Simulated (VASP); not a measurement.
# Al (P6_3/mmc) in VASP: further runs, part 2 of 2

VASP 6.6.1. Earlier steps stand in the parts before.

### Step 3. Single point, LDA

This run uses another cell than the first one, of 12.96 Å³/atom, 1.022 times its volume.

INCAR

```
ALGO = Normal
EDIFF = 1E-6
ENCUT = 520
GGA = CA
ISIF = 2
ISMEAR = 0
LASPH = T
LCHARG = F
LREAL = F
LWAVE = F
NBANDS = 10
NELM = 60
PREC = Accurate
SIGMA = 0.15
```

KPOINTS

```
k-points
0
Gamma
  18 18 10
```

POSCAR

```
Al
1.0
    2.6063000000      0.0000000000      0.0000000000
   -1.3031500000      2.2571220099      0.0000000000
    0.0000000000      0.0000000000      4.4051000000
Al
2
Direct
    0.6666666667      0.3333333333      0.7500000000
    0.3333333333      0.6666666667      0.2500000000
```

Potentials or basis: VASP PAW LDA potentials, release 64 (Al).

Command:

```sh
> cat potpaw_LDA.64/Al/POTCAR > POTCAR
> mpirun -np 1 vasp_std > vasp.out
```

OUTCAR:

```text
EDIFF = 1E-6
   ENCUT = 520
   GGA = CA
   ISIF = 2
   ISMEAR = 0
   LASPH = T
   LREAL = F
   NELM = 60
   PREC = Accurate

 ion  position               nearest neighbor table
   1  0.667  0.333  0.750-   2 2.67   2 2.67   2 2.67   2 2.67   2 2.67   2 2.67
   2  0.333  0.667  0.250-   1 2.67   1 2.67   1 2.67   1 2.67   1 2.67   1 2.67

  LATTYP: Found a hexagonal cell.
 ALAT       =     2.6063000000
 C/A-ratio  =     1.6901738096

  Lattice vectors:

 A1 = (   2.6063000000,   0.0000000000,   0.0000000000)
 A2 = (  -1.3031500000,   2.2571220099,   0.0000000000)
 A3 = (   0.0000000000,   0.0000000000,   4.4051000000)

Analysis of symmetry for initial positions (statically):
=====================================================================
 Subroutine PRICEL returns:
 Original cell was already a primitive cell.

 Routine SETGRP: Setting up the symmetry group for a
 hexagonal supercell.

 Subroutine GETGRP returns: Found 24 space group operations
 (whereof 12 operations were pure point group operations)
 out of a pool of 24 trial point group operations.

The static configuration has the point symmetry D_3d.
 The point group associated with its full space group is D_6h.

Analysis of symmetry for dynamics (positions and initial velocities):
=====================================================================
 Subroutine PRICEL returns:
 Original cell was already a primitive cell.

 Routine SETGRP: Setting up the symmetry group for a
 hexagonal supercell.

 Subroutine GETGRP returns: Found 24 space group operations
 (whereof 12 operations were pure point group operations)
 out of a pool of 24 trial point group operations.

The dynamic configuration has the point symmetry D_3d.
 The point group associated with its full space group is D_6h.

 Subroutine INISYM returns: Found 24 space group operations
 (whereof 12 operations are pure point group operations),
 and found     1 'primitive' translations

----------------------------------------------------------------------------------------

                                     Primitive cell

  volume of cell :      25.9140

  direct lattice vectors                    reciprocal lattice vectors
     2.606300000  0.000000000  0.000000000     0.383685685  0.221521033  0.000000000
    -1.303150000  2.257122010  0.000000000     0.000000000  0.443042067  0.000000000
     0.000000000  0.000000000  4.405100000     0.000000000  0.000000000  0.227009603

  length of vectors
     2.606300000  2.606300000  4.405100000     0.443042067  0.443042067  0.227009603

  position of ions in fractional coordinates (direct lattice)
     0.666666667  0.333333333  0.750000000
     0.333333333  0.666666667  0.250000000

  ion indices of the primitive-cell ions
   primitive index   ion index
                 1           1
                 2           2

----------------------------------------------------------------------------------------

 KPOINTS: k-points

Automatic generation of k-mesh.
 Grid dimensions read from file:
[... 23 lines left out ...]
  0.055556  0.000000  0.000000      6.000000
  0.111111  0.000000  0.000000      6.000000
  0.166667  0.000000  0.000000      6.000000
  0.222222  0.000000  0.000000      6.000000
  0.277778 -0.000000  0.000000      6.000000
[... 16 lines left out ...]
  0.333333  0.111111  0.000000     12.000000
  0.388889  0.111111  0.000000     12.000000
 [... further k-points ...]
   k-points           NKPTS =    222   k-points in BZ     NKDIM =    222   number of bands    NBANDS=     10
   number of dos      NEDOS =    301   number of ions     NIONS =      2
   total plane-waves  NPLWV =  14400
   dimension x,y,z NGX =    20 NGY =   20 NGZ =   36
   dimension x,y,z NGXF=    40 NGYF=   40 NGZF=   72
   ions per type =               2
   NGX,Y,Z   is equivalent  to a cutoff of  12.76, 12.76, 13.59 a.u.
   NGXF,Y,Z  is equivalent  to a cutoff of  25.51, 25.51, 27.17 a.u.
 SYSTEM =  unknown system
   PREC   = accura    normal or accurate (medium, high low for compatibility)
   ISTART =      0    job   : 0-new  1-cont  2-samecut
   ICHARG =      2    charge: 1-file 2-atom 10-const
   ISPIN  =      1    spin polarized calculation?
   LNONCOLLINEAR =      F non collinear calculations
   LSORBIT =      F    spin-orbit coupling
   LASPH  =      T    aspherical Exc in radial PAW
   ENCUT  =  520.0 eV  38.22 Ry    6.18 a.u.   4.85  4.85  8.19*2*pi/ulx,y,z
   NELM   =     60;   NELMIN=  2; NELMDL= -5     # of ELM steps
   EDIFF  = 0.1E-05   stopping-criterion for ELM
   LREAL  =      F    real-space projection
   EDIFFG = 0.1E-04   stopping-criterion for IOM
   NSW    =      0    number of steps for IOM
   IBRION =     -1    ionic relax: 0-MD 1-quasi-New 2-CG
   NFREE  =      0    steps in history (QN), initial steepest desc. (CG)
   ISIF   =      2    stress and relaxation
   ISYM   =      2    0-nonsym 1-usesym 2-fastsym
   POTIM  = 0.5000    time-step for ionic-motion
   TEBEG  =    0.0;   TEEND  =   0.0 temperature during run
   PSTRESS=    0.0 pullay stress
   NELECT =       6.0000    total number of electrons
   NUPDOWN=      -1.0000    fix difference up-down
   EMIN   =  10.00;   EMAX   =-10.00  energy-range for DOS
   EFERMI =   0.00;   METHOD = LEGACY
   ISMEAR =     0;   SIGMA  =   0.15  broadening in eV -4-tet -1-fermi 0-gaus
   EFERMI_NEDOS =   21; number of points for ismear=-14 and -15
   IALGO  =     38    algorithm
   IMIX   =      4    mixing-type and parameters
     AMIX     =   0.40;   BMIX     =  1.00
     AMIX_MAG =   1.60;   BMIX_MAG =  1.00
  volume/ion in A,a.u.               =      12.96        87.44
  Fermi-wavevector in a.u.,A,eV,Ry     =   1.005264  1.899674 13.749448  1.010556
  Thomas-Fermi vector in A             =   2.137932
   LORBIT       =      0    0 simple, 1 ext, 2 COOP (PROOUT), +10 PAW based schemes
   GGA     = CA    functional components
   LHFCALC =     F    Hartree Fock is set to
   AEXX    =    0.0000 exact exchange contribution
   IVDW    =     0    specifies the selected vdW correction
   LEPSILON=     F    determine dielectric tensor
   LRPA    =     F    only Hartree local field effects (RPA)
 non-spin polarized calculation
 Gauss-broadening in eV      SIGMA  =   0.15
  energy-cutoff  :      520.00
  volume of cell :       25.91
 maximum number of plane-waves:       718
 NGX is ok and might be reduce to    20
   NGX =  9   NGY =  9   NGZ = 17

 number of electron       6.0000000 magnetization

 Free energy of the ion-electron system (eV)
  ---------------------------------------------------
  ext. energy  EPLUGINS =         0.00000000
  ---------------------------------------------------
  free energy    TOTEN  =        -7.89892035 eV

  energy without entropy =       -7.89091940  energy(sigma->0) =       -7.89491987

 E-fermi :  10.5614     XC(G=0): -11.2706

 val. band max:       10.5277247415   @ k =   0.3333  -0.0000   0.0000
 cond. band min:      10.5782013969   @ k =   0.4444   0.1111   0.1000
 fundamental gap:      0.0504766554
 Fermi energy:        10.5614473510

 k-point     1 :       0.0000    0.0000    0.0000
  band No.  band energies     occupation
      1      -2.3266      2.00000
      2       4.7661      2.00000
      3       5.3363      2.00000
      4      23.3262      0.00000
      5      23.3424      0.00000
      6      23.3424      0.00000
      7      23.7411      0.00000
      8      23.7411      0.00000
      9      26.6474      0.00000
     10      27.6045      0.00000
[... 287 lines left out ...]
 k-point    24 :       0.3889    0.1111    0.0000
  band No.  band energies     occupation
      1       3.4841      2.00000
      2       6.4207      2.00000
      3      10.2154      1.99890
      4      11.0005      0.00003
      5      13.0621      0.00000
      6      13.2209      0.00000
      7      15.9886      0.00000
      8      20.6246      0.00000
      9      21.7441      0.00000
     10      23.3494      0.00000

 [... further k-points ...]

------------------------ aborting loop because EDIFF is reached ----------------------------------------

  FORCE on cell =-STRESS in cart. coord.  units (eV):
  Direction    XX          YY          ZZ          XY          YZ          ZX
  --------------------------------------------------------------------------------------
  -------------------------------------------------------------------------------------
  Total        4.5244424      4.5244424      3.8957336     -0.0000000      0.0000000      0.0000000
  in kB      279.7308961    279.7308961    240.8599693     -0.0000000      0.0000000      0.0000000
  external PRESSURE =     266.7739205 kB  Pullay stress =       0.0000000 kB

 VOLUME and BASIS-vectors are now :
 -----------------------------------------------------------------------------
  energy-cutoff  :      520.00
  volume of cell :       25.91
      direct lattice vectors                 reciprocal lattice vectors
     2.606300000  0.000000000  0.000000000     0.383685685  0.221521033  0.000000000
    -1.303150000  2.257122010  0.000000000     0.000000000  0.443042067  0.000000000
     0.000000000  0.000000000  4.405100000     0.000000000  0.000000000  0.227009603

 POSITION                                       TOTAL-FORCE (eV/Angst)
 -----------------------------------------------------------------------------------
      1.30315      0.75237      3.30382         0.000000      0.000000      0.000000
     -0.00000      1.50475      1.10128        -0.000000      0.000000      0.000000
 -----------------------------------------------------------------------------------
    total drift:                                0.000000     -0.000000     -0.000000

  FREE ENERGIE OF THE ION-ELECTRON SYSTEM (eV)
  ---------------------------------------------------
  free  energy   TOTEN  =        -7.8989203516 eV

  energy  without entropy=       -7.8909193955  energy(sigma->0) =       -7.89491987
```

OSZICAR:

```text
N       E                     dE             d eps       ncg     rms          rms(c)
DAV:   1     0.476023064010E-01    0.47602E-01   -0.24135E+03  4456   0.485E+02
DAV:   2    -0.782570858766E+01   -0.78733E+01   -0.76777E+01  5864   0.599E+01
DAV:   3    -0.798157669811E+01   -0.15587E+00   -0.15369E+00  5862   0.649E+00
DAV:   4    -0.798199455023E+01   -0.41785E-03   -0.41781E-03  5296   0.393E-01
DAV:   5    -0.798199642232E+01   -0.18721E-05   -0.18721E-05  5436   0.260E-02    0.271E+00
DAV:   6    -0.793132704537E+01    0.50669E-01   -0.31835E-03  4874   0.261E-01    0.149E+00
DAV:   7    -0.789932318067E+01    0.32004E-01   -0.73590E-03  4624   0.393E-01    0.234E-01
DAV:   8    -0.789892127292E+01    0.40191E-03   -0.18355E-04  5820   0.711E-02    0.179E-02
DAV:   9    -0.789892035161E+01    0.92130E-06   -0.70445E-07  5000   0.534E-03
   1 F= -.78989204E+01 E0= -.78949199E+01  d E =-.800096E-02
```

Wall time 35 s (1 thread of AMD EPYC 7R13 (Zen 3), shared host); peak memory 0.12 GiB.

What came out:

- Free energy: -7.8989 eV
- Pressure: 26.7 GPa
- Band gap on the k mesh: zero (band 3 reaches 14.78 eV, above the bottom of band 4 at 7.11 eV)
